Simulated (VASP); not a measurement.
Write the native input for VASP 6.6.1 that does the following.

```
Task                   : single point
Functional             : PBEsol
Potentials or basis    : VASP PAW PBE potentials, release 64 (K_sv, Cl)
Cutoff                 : 520 eV
k mesh                 : 6 × 6 × 6
Occupations            : gaussian, width 0.05 eV
Spin                   : no spin polarisation
Dipole correction      : no
Further INCAR settings : ALGO = Normal; EDIFF = 1e-06; NBANDS = 15
```

The structure of KCl lies in POSCAR:

```
KCl
1.0
    3.7432161000      0.0000000000      0.0000000000
    0.0000000000      3.7432161000      0.0000000000
    0.0000000000      0.0000000000      3.6472362000
K Cl
1 1
Direct
    0.0000000000      0.0000000000      0.0000000000
    0.5000000000      0.5000000000      0.5000000000
```

This cell differs from its parent crystal: strain -0.025 along x and y, -0.050 along z.

The input as run:

INCAR

```
PREC = Accurate
ENCUT = 520
EDIFF = 1E-6
ISMEAR = 0
SIGMA = 0.05
LREAL = F
LASPH = T
NELM = 60
ALGO = Normal
ISIF = 2
LWAVE = F
LCHARG = T
GGA = PS
LELF = T
LVHAR = T
NBANDS = 15
```

KPOINTS

```
Automatic mesh
0
Gamma
  6 6 6
```

Potentials or basis: VASP PAW PBE potentials, release 64 (K_sv, Cl).

Launch:

```sh
$ cat potpaw_PBE.64/K_sv/POTCAR potpaw_PBE.64/Cl/POTCAR > POTCAR
$ mpirun -np 1 vasp_std > vasp.out
```

It gave:

The pressure is 0.6 GPa and the band gap on the k mesh is 4.96 eV, indirect (least direct gap 5.16 eV).

Caveat: the cell differs from its parent crystal (strain -0.025 along x and y, -0.050 along z); the PAW data sets were made with another functional, which shifts forces and pressure a little.

It took 43 s on 1 thread of Intel Xeon 8259CL, on a shared host, peak memory 0.17 GiB.
